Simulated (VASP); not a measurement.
# Rh (P6_3/mmc) in VASP: a series of runs

Rh is run at these levels: PBE; tasks: single point.

Everything below comes from runs of VASP 6.6.1. Logs are shortened: lines on timing, memory, paths and dates and some standing lists are left out, and cuts for length are marked.

**1. The cell of the first run**

The structure is hexagonal, space group P6_3/mmc (No. 194). The conventional cell has a = 2.669 Å, b = 2.669 Å, c = 4.296 Å, α = 90.00°, β = 90.00°, γ = 120.00°. Rh (site symmetry -6m2) has 12 Rh at 2.64 to 2.67 Å within 3.5 Å.

This isn't the form of Rh at room conditions, which is fcc.

**2. Single point, PBE, collinear spin (13.25 Å³/atom)**

Input file INCAR:

```
  ALGO = Normal
  EDIFF = 1E-6
  ENCUT = 500
  GGA = PE
  GGA_COMPAT = False
  ISIF = 2
  ISMEAR = 0
  ISPIN = 2
  LASPH = True
  LCHARG = True
  LELF = True
  LMAXMIX = 4
  LORBIT = 11
  LREAL = False
  LVHAR = True
  LWAVE = False
  MAGMOM = 0.125 0.125
  NBANDS = 26
  NELM = 200
  NUPDOWN = 0.25
  PREC = Accurate
  SIGMA = 0.15
```

Input file KPOINTS:

```
k-points
0
Gamma
  21 21 12
```

Input file POSCAR:

```
Rh
1.0
    2.6692693142      0.0000000000      0.0000000000
   -1.3346346571      2.3116550356      0.0000000000
    0.0000000000      0.0000000000      4.2956488669
Rh
2
Direct
    0.6666666667      0.3333333333      0.7500000000
    0.3333333333      0.6666666667      0.2500000000
```

Potentials or basis: VASP PAW PBE potentials, release 64 (Rh_pv).

On the command line:

```sh
> cat potpaw_PBE.64/Rh_pv/POTCAR > POTCAR
> mpirun -np 1 vasp_std > vasp.out
```

OUTCAR:

```text
EDIFF = 1E-6
   ENCUT = 500
   GGA = PE
   ISIF = 2
   ISMEAR = 0
   ISPIN = 2
   LASPH = True
   LORBIT = 11
   LREAL = False
   NELM = 200
   NUPDOWN = 0.25
   PREC = Accurate

 ion  position               nearest neighbor table
   1  0.667  0.333  0.750-   2 2.64   2 2.64   2 2.64   2 2.64   2 2.64   2 2.64
   2  0.333  0.667  0.250-   1 2.64   1 2.64   1 2.64   1 2.64   1 2.64   1 2.64

  LATTYP: Found a hexagonal cell.
 ALAT       =     2.6692693142
 C/A-ratio  =     1.6092976621

  Lattice vectors:

 A1 = (   2.6692693142,   0.0000000000,   0.0000000000)
 A2 = (  -1.3346346571,   2.3116550356,   0.0000000000)
 A3 = (   0.0000000000,   0.0000000000,   4.2956488669)

Analysis of symmetry for initial positions (statically):
=====================================================================
 Subroutine PRICEL returns:
 Original cell was already a primitive cell.

 Routine SETGRP: Setting up the symmetry group for a
 hexagonal supercell.

 Subroutine GETGRP returns: Found 24 space group operations
 (whereof 12 operations were pure point group operations)
 out of a pool of 24 trial point group operations.

The static configuration has the point symmetry D_3d.
 The point group associated with its full space group is D_6h.

Analysis of symmetry for dynamics (positions and initial velocities):
=====================================================================
 Subroutine PRICEL returns:
 Original cell was already a primitive cell.

 Routine SETGRP: Setting up the symmetry group for a
 hexagonal supercell.

 Subroutine GETGRP returns: Found 24 space group operations
 (whereof 12 operations were pure point group operations)
 out of a pool of 24 trial point group operations.

The dynamic configuration has the point symmetry D_3d.
 The point group associated with its full space group is D_6h.

Analysis of structural, dynamic, and magnetic symmetry:
=====================================================================
 Subroutine PRICEL returns:
 Original cell was already a primitive cell.

 Routine SETGRP: Setting up the symmetry group for a
 hexagonal supercell.

 Subroutine GETGRP returns: Found 24 space group operations
 (whereof 12 operations were pure point group operations)
 out of a pool of 24 trial point group operations.

The overall configuration has the point symmetry D_3d.
 The point group associated with its full space group is D_6h.

 Subroutine INISYM returns: Found 24 space group operations
 (whereof 12 operations are pure point group operations),
 and found     1 'primitive' translations

----------------------------------------------------------------------------------------

                                     Primitive cell

  volume of cell :      26.5060

  direct lattice vectors                    reciprocal lattice vectors
     2.669269314  0.000000000  0.000000000     0.374634360  0.216295248  0.000000000
    -1.334634657  2.311655036  0.000000000     0.000000000  0.432590497  0.000000000
     0.000000000  0.000000000  4.295648867     0.000000000  0.000000000  0.232793701

  length of vectors
     2.669269314  2.669269314  4.295648867     0.432590497  0.432590497  0.232793701

  position of ions in fractional coordinates (direct lattice)
     0.666666667  0.333333333  0.750000000
     0.333333333  0.666666667  0.250000000

  ion indices of the primitive-cell ions
   primitive index   ion index
                 1           1
                 2           2

----------------------------------------------------------------------------------------

 KPOINTS: k-points

Automatic generation of k-mesh.
 Grid dimensions read from file:
 generate k-points for:   21   21   12

 Generating k-lattice:

  Cartesian coordinates                     Fractional coordinates (reciprocal lattice)
     0.017839731  0.010299774  0.000000000     0.047619048 -0.000000000  0.000000000
     0.000000000  0.020599547  0.000000000     0.000000000  0.047619048  0.000000000
     0.000000000  0.000000000  0.019399475     0.000000000  0.000000000  0.083333333

  Length of vectors
     0.020599547  0.020599547  0.019399475

  Shift w.r.t. Gamma in fractional coordinates (k-lattice)
     0.000000000  0.000000000  0.000000000

 Subroutine IBZKPT returns following result:
 ===========================================

 Found    336 irreducible k-points:

 Following reciprocal coordinates:
            Coordinates               Weight
  0.000000  0.000000  0.000000      1.000000
  0.047619  0.000000  0.000000      6.000000
  0.095238  0.000000  0.000000      6.000000
  0.142857  0.000000  0.000000      6.000000
  0.190476  0.000000  0.000000      6.000000
  0.238095 -0.000000  0.000000      6.000000
[... 16 lines left out ...]
  0.142857  0.095238  0.000000     12.000000
  0.190476  0.095238  0.000000     12.000000
 [... further k-points ...]
   k-points           NKPTS =    336   k-points in BZ     NKDIM =    336   number of bands    NBANDS=     26
   number of dos      NEDOS =    301   number of ions     NIONS =      2
   total plane-waves  NPLWV =  12800
   dimension x,y,z NGX =    20 NGY =   20 NGZ =   32
   dimension x,y,z NGXF=    40 NGYF=   40 NGZF=   64
   ions per type =               2
   NGX,Y,Z   is equivalent  to a cutoff of  12.46, 12.46, 12.38 a.u.
   NGXF,Y,Z  is equivalent  to a cutoff of  24.91, 24.91, 24.77 a.u.
 SYSTEM =  unknown system
   PREC   = accura    normal or accurate (medium, high low for compatibility)
   ISTART =      0    job   : 0-new  1-cont  2-samecut
   ICHARG =      2    charge: 1-file 2-atom 10-const
   ISPIN  =      2    spin polarized calculation?
   LNONCOLLINEAR =      F non collinear calculations
   LSORBIT =      F    spin-orbit coupling
   LASPH  =      T    aspherical Exc in radial PAW
   ENCUT  =  500.0 eV  36.75 Ry    6.06 a.u.   4.87  4.87  7.83*2*pi/ulx,y,z
   NELM   =    200;   NELMIN=  2; NELMDL= -5     # of ELM steps
   EDIFF  = 0.1E-05   stopping-criterion for ELM
   LREAL  =      F    real-space projection
   EDIFFG = 0.1E-04   stopping-criterion for IOM
   NSW    =      0    number of steps for IOM
   IBRION =     -1    ionic relax: 0-MD 1-quasi-New 2-CG
   NFREE  =      0    steps in history (QN), initial steepest desc. (CG)
   ISIF   =      2    stress and relaxation
   ISYM   =      2    0-nonsym 1-usesym 2-fastsym
   POTIM  = 0.5000    time-step for ionic-motion
   TEBEG  =    0.0;   TEEND  =   0.0 temperature during run
   PSTRESS=    0.0 pullay stress
   NELECT =      30.0000    total number of electrons
   NUPDOWN=       0.2500    fix difference up-down
   EMIN   =  10.00;   EMAX   =-10.00  energy-range for DOS
   EFERMI =   0.00;   METHOD = LEGACY
   ISMEAR =     0;   SIGMA  =   0.15  broadening in eV -4-tet -1-fermi 0-gaus
   EFERMI_NEDOS =   21; number of points for ismear=-14 and -15
   IALGO  =     38    algorithm
   IMIX   =      4    mixing-type and parameters
     AMIX     =   0.40;   BMIX     =  1.00
     AMIX_MAG =   1.60;   BMIX_MAG =  1.00
  volume/ion in A,a.u.               =      13.25        89.44
  Fermi-wavevector in a.u.,A,eV,Ry     =   1.706084  3.224032 39.602805  2.910724
  Thomas-Fermi vector in A             =   2.785186
   LORBIT       =     11    0 simple, 1 ext, 2 COOP (PROOUT), +10 PAW based schemes
   GGA     = PE    functional components
   LHFCALC =     F    Hartree Fock is set to
   AEXX    =    0.0000 exact exchange contribution
   IVDW    =     0    specifies the selected vdW correction
   LEPSILON=     F    determine dielectric tensor
   LRPA    =     F    only Hartree local field effects (RPA)
 spin polarized calculation
 Gauss-broadening in eV      SIGMA  =   0.15
  energy-cutoff  :      500.00
  volume of cell :       26.51
 maximum number of plane-waves:       699
 NGX is ok and might be reduce to    20
   NGX =  9   NGY =  9   NGZ = 15

 number of electron      29.9999993 magnetization       0.2500000

 Free energy of the ion-electron system (eV)
  ---------------------------------------------------
  ext. energy  EPLUGINS =         0.00000000
  ---------------------------------------------------
  free energy    TOTEN  =       -14.36246943 eV

  energy without entropy =      -14.32797589  energy(sigma->0) =      -14.34522266

 E-fermi :  12.6608     XC(G=0): -14.2684

 val. band max:       12.7280708452   @ k =   0.0476   0.0000   0.2500
 cond. band min:      12.6612700087   @ k =   0.0952   0.0476   0.5000
 fundamental gap:     -0.0668008365
 Fermi energy:        12.7292085117

 spin component 1

 k-point     1 :       0.0000    0.0000    0.0000
  band No.  band energies     occupation
      1     -34.7510      1.00000
      2     -34.0034      1.00000
      3     -34.0034      1.00000
      4     -33.8915      1.00000
      5     -33.8796      1.00000
      6     -33.8796      1.00000
[... 18 lines left out ...]
     25      35.8301      0.00000
     26      35.8326      0.00000
[... 644 lines left out ...]
      4     -34.0819      1.00000
      5     -33.9638      1.00000
      6     -33.9503      1.00000
[... 18 lines left out ...]
     25      32.9745      0.00000
     26      33.2269      0.00000

 [... further k-points ...]

 spin component 2

 k-point     1 :       0.0000    0.0000    0.0000
  band No.  band energies     occupation
      1     -34.6461      1.00000
      2     -33.8998      1.00000
      3     -33.8998      1.00000
      4     -33.7840      1.00000
      5     -33.7757      1.00000
      6     -33.7757      1.00000
[... 18 lines left out ...]
     25      35.8647      0.00000
     26      35.8649      0.00000
[... 644 lines left out ...]
      4     -33.9785      1.00000
      5     -33.8564      1.00000
      6     -33.8465      1.00000
[... 18 lines left out ...]
     25      33.1360      0.00000
     26      33.2518      0.00000

 [... further k-points ...]

------------------------ aborting loop because EDIFF is reached ----------------------------------------

  FORCE on cell =-STRESS in cart. coord.  units (eV):
  Direction    XX          YY          ZZ          XY          YZ          ZX
  --------------------------------------------------------------------------------------
  -------------------------------------------------------------------------------------
  Total        3.0365239      3.0365239      3.2415876     -0.0000000     -0.0000000     -0.0000000
  in kB      183.5452265    183.5452265    195.9404697     -0.0000000     -0.0000000     -0.0000000
  external PRESSURE =     187.6769742 kB  Pullay stress =       0.0000000 kB

 VOLUME and BASIS-vectors are now :
 -----------------------------------------------------------------------------
  energy-cutoff  :      500.00
  volume of cell :       26.51
      direct lattice vectors                 reciprocal lattice vectors
     2.669269314  0.000000000  0.000000000     0.374634360  0.216295248  0.000000000
    -1.334634657  2.311655036  0.000000000     0.000000000  0.432590497  0.000000000
     0.000000000  0.000000000  4.295648867     0.000000000  0.000000000  0.232793701

 POSITION                                       TOTAL-FORCE (eV/Angst)
 -----------------------------------------------------------------------------------
      1.33463      0.77055      3.22174         0.000000     -0.000000      0.000000
     -0.00000      1.54110      1.07391        -0.000000      0.000000      0.000000
 -----------------------------------------------------------------------------------
    total drift:                               -0.000000      0.000000     -0.000000

  FREE ENERGIE OF THE ION-ELECTRON SYSTEM (eV)
  ---------------------------------------------------
  free  energy   TOTEN  =       -14.3624694319 eV

  energy  without entropy=      -14.3279758907  energy(sigma->0) =      -14.34522266

 total charge

# of ion       s       p       d       tot
------------------------------------------
    1        0.426   6.326   7.108  13.860
    2        0.426   6.326   7.108  13.860
--------------------------------------------------
tot          0.851  12.652  14.216  27.719

 magnetization (x)

# of ion       s       p       d       tot
------------------------------------------
    1       -0.000  -0.000   0.125   0.125
    2       -0.000  -0.000   0.125   0.125
--------------------------------------------------
tot         -0.000  -0.001   0.250   0.249
```

It took 7.6 min on 1 thread of Oxide Virtual Turin-like, shared host; peak memory 0.34 GiB.

What came out:

```
Free energy                                           : -14.3625 eV
Pressure                                              : 18.8 GPa
Net moment                                            : 0.25 μB per cell
Site moments                                          : Rh +0.12 μB
Valence electrons inside the program's atomic spheres : Rh 13.86
```

Caveat: the cell stands under pressure; the total moment is fixed, so each spin has its own Fermi level and the state may be an excited one.

**3. Single point, PBE (11.56 Å³/atom)**

This run uses another cell than the first one, of 11.56 Å³/atom.

Input file INCAR:

```
  PREC = Accurate
  ENCUT = 500
  EDIFF = 1E-6
  ISMEAR = 0
  SIGMA = 0.15
  LREAL = False
  LASPH = True
  NELM = 120
  ALGO = Normal
  ISIF = 2
  LWAVE = False
  LCHARG = True
  GGA = PE
  LELF = True
  LVHAR = True
  NBANDS = 22
  GGA_COMPAT = False
```

Input file KPOINTS:

```
regular mesh
0
Gamma
  21 21 12
```

Input file POSCAR:

```
Rh
1.0
    2.5504655491      0.0000000000      0.0000000000
   -1.2752327746      2.2087679570      0.0000000000
    0.0000000000      0.0000000000      4.1044582456
Rh
2
Direct
    0.6666666667      0.3333333333      0.7500000000
    0.3333333333      0.6666666667      0.2500000000
```

Potentials or basis: VASP PAW PBE potentials, release 64 (Rh_pv).

On the command line:

```sh
> cat potpaw_PBE.64/Rh_pv/POTCAR > POTCAR
> mpirun -np 1 vasp_std > vasp.out
```

Run time: 1.9 min. Hardware: 1 thread of Oxide Virtual Turin-like, shared host; peak memory 0.2 GiB.

Results (log left out):

```
Free energy            : -13.3640 eV
Pressure               : 84.1 GPa
Band gap on the k mesh : zero (bands 15 and 16 overlap by 3.16 eV)
```

Stress tensor (GPa, compression positive):
```
82.83  0.00  0.00
 0.00 82.83  0.00
 0.00  0.00 86.76
```

Levels at points of the mesh, in eV from the Fermi level:
| k point | band 13 | band 14 | band 15 | band 16 | band 17 | band 18 |
| --- | --- | --- | --- | --- | --- | --- |
| (0.00, 0.00, 0.00) | -3.30 | -2.57 | -2.57 | 0.15 | 0.15 | 0.64 |
| (0.00, 0.00, 0.50) | -4.06 | -4.06 | -0.57 | -0.57 | -0.57 | -0.57 |

Caveat: the cell stands under pressure.

**4. Single point, PBE (12.41 Å³/atom)**

This run uses another cell than the first one, of 12.41 Å³/atom.

Input file INCAR:

```
SYSTEM = Rh
ALGO = Normal
EDIFF = 1E-6
ENCUT = 500
GGA = PE
GGA_COMPAT = .FALSE.
ISIF = 2
ISMEAR = 0
LASPH = .TRUE.
LCHARG = .FALSE.
LREAL = .FALSE.
LWAVE = .FALSE.
NBANDS = 22
NELM = 120
PREC = Accurate
SIGMA = 0.15
```

Input file KPOINTS:

```
k-points
0
G
  21 21 12
  0 0 0
```

Input file POSCAR:

```
Rh
1.0
    2.6112187483      0.0000000000      0.0000000000
   -1.3056093742      2.2613817708      0.0000000000
    0.0000000000      0.0000000000      4.2022282270
Rh
2
Direct
    0.6666666667      0.3333333333      0.7500000000
    0.3333333333      0.6666666667      0.2500000000
```

On the command line:

```sh
> cat potpaw_PBE.64/Rh_pv/POTCAR > POTCAR
> mpirun -np 1 vasp_std > vasp.out
```

It took 2.4 min on 1 thread of Oxide Virtual Turin-like, shared host; peak memory 0.21 GiB.

Results (log left out):

```
Free energy            : -14.0364 eV
Pressure               : 45.4 GPa
Band gap on the k mesh : zero (bands 15 and 16 overlap by 2.83 eV)
```

Stress tensor (GPa, compression positive):
```
44.58  0.00  0.00
 0.00 44.58  0.00
 0.00  0.00 46.99
```

Levels at points of the mesh, in eV from the Fermi level:
```tsv
k point	band 12	band 13	band 14	band 15	band 16	band 17	band 18	band 19
(0.00, 0.00, 0.00)	-2.95	-2.95	-2.30	-2.30	0.14	0.14	0.67	9.79
(0.00, 0.00, 0.50)	-3.72	-3.70	-3.70	-0.51	-0.51	-0.51	-0.51	15.11
```

Caveat: the cell stands under pressure.

**5. Single point, PBE (13.25 Å³/atom)**

Input file INCAR:

```
SYSTEM = Rh
PREC     = Accurate       ! precision mode
ENCUT    = 500            ! plane-wave cutoff, eV
EDIFF    = 1E-6           ! SCF threshold, eV
ISMEAR   = 0              ! smearing method
SIGMA    = 0.15           ! smearing width, eV
LREAL    = .FALSE.        ! projectors in reciprocal space
LASPH    = .TRUE.         ! aspherical terms in the spheres
NELM     = 120            ! most SCF steps
ALGO     = Normal         ! electronic algorithm
ISIF     = 2              ! what is computed and relaxed
LWAVE    = .FALSE.        ! write WAVECAR
LCHARG   = .FALSE.        ! write CHGCAR
GGA      = PE             ! functional
NBANDS   = 22             ! bands
GGA_COMPAT= .FALSE.
```

Input file KPOINTS:

```
regular mesh
0
G
  21 21 12
  0 0 0
```

Input file POSCAR:

```
Rh
1.0
    2.6692693142      0.0000000000      0.0000000000
   -1.3346346571      2.3116550356      0.0000000000
    0.0000000000      0.0000000000      4.2956488669
Rh
2
Direct
    0.6666666667      0.3333333333      0.7500000000
    0.3333333333      0.6666666667      0.2500000000
```

On the command line:

```sh
> cat potpaw_PBE.64/Rh_pv/POTCAR > POTCAR
> mpirun -np 1 vasp_std > vasp.out
```

Run time: 3.2 min. Hardware: 1 thread of Oxide Virtual Turin-like, shared host; peak memory 0.22 GiB.

The run converged. Its results:

```yaml
Free_energy: -14.3668 eV
Pressure: 18.6 GPa
Band_gap_on_the_k_mesh: zero (bands 15 and 16 overlap by 2.54 eV)
```

Stress tensor (GPa, compression positive):
```
18.18  0.00  0.00
 0.00 18.18  0.00
 0.00  0.00 19.52
```

Levels at points of the mesh, in eV from the Fermi level:
| k point | band 12 | band 13 | band 14 | band 15 | band 16 | band 17 | band 18 | band 19 |
| --- | --- | --- | --- | --- | --- | --- | --- | --- |
| (0.00, 0.00, 0.00) | -2.66 | -2.66 | -2.07 | -2.07 | 0.13 | 0.13 | 0.73 | 9.07 |
| (0.00, 0.00, 0.50) | -3.35 | -3.35 | -3.35 | -0.47 | -0.47 | -0.47 | -0.47 | 15.00 |

Caveat: the cell stands under pressure.

**6. Summary**

```tsv
spin	fixed moment (μB)	cell	gap on the mesh (eV)	pressure (GPa)
collinear	0.25	a = 2.669, b = 2.669, c = 4.296 Å, angles 90.0, 90.0, 120.0°, 2 atoms	-	18.8
off	-	a = 2.550, b = 2.550, c = 4.104 Å, angles 90.0, 90.0, 120.0°, 2 atoms	none	84.1
off	-	a = 2.611, b = 2.611, c = 4.202 Å, angles 90.0, 90.0, 120.0°, 2 atoms	none	45.4
off	-	a = 2.669, b = 2.669, c = 4.296 Å, angles 90.0, 90.0, 120.0°, 2 atoms	none	18.6
```

Alike in all rows: task single point; level PBE; potentials or basis VASP PAW PBE potentials, release 64 (Rh_pv); k mesh 21 × 21 × 12; cutoff (eV) 500; smearing gaussian 0.15 eV.

Caveats: the cell stands under pressure; the total moment is fixed, so each spin has its own Fermi level and the state may be an excited one (at least some runs).

Total energies depend on the potentials used, so only differences within one code and one set of settings carry meaning.
